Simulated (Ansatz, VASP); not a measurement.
F in VASP and in Ansatz

```xyz
4
Lattice="2.8669 -1.7852 -0.2211 2.8669 1.7852 -0.2211 -2.1145 0.0000 7.1320" Properties=species:S:1:pos:R:3 pbc="T T T"
F     0.2877    0.0000    0.6329
F     3.3315    0.0000    6.0569
F     1.6205    0.0000    4.0126
F     1.9988    0.0000    2.6772
```

Change from the starting cell: volume 17.833 Å^3 an atom, stretch along a over the lengths across it, relative to the relaxed cell 0.9230.

Alike in both runs: task single point; functional PBEsol; k mesh 4 × 4 × 2; occupations gaussian, width 0.05 eV; no spin polarisation.

```csv
,VASP,Ansatz
version,VASP 6.6.1,Ansatz 0.2.0
potentials or method,"VASP PAW PBE potentials, release 64 (F), cutoff 520 eV","scalar-relativistic, plane waves, PAW"
valence electrons in the cell,28,28
```

VASP gave:

* gap on the k mesh at the Fermi level (eV): 3.07
* least direct gap on the mesh (eV): 3.15
* pressure (GPa): 1.5
* traceless stress, the component that is largest in VASP (GPa): 3.13
* rms of the force components (eV/Å): 0.527

Q: What did Ansatz give for the same quantities?

A: gap on the k mesh at the Fermi level (eV): 3.16; least direct gap on the mesh (eV): 3.23; pressure (GPa): 1.1; traceless stress, the component that is largest in VASP (GPa): 1.53; rms of the force components (eV/Å): 0.263.

VASP's potentials were made for PBE, not for PBEsol. Atom by atom the forces differ by 0.264 eV/Å (rms over components).

The k mesh is coarse, so the values compare programs but aren't converged.
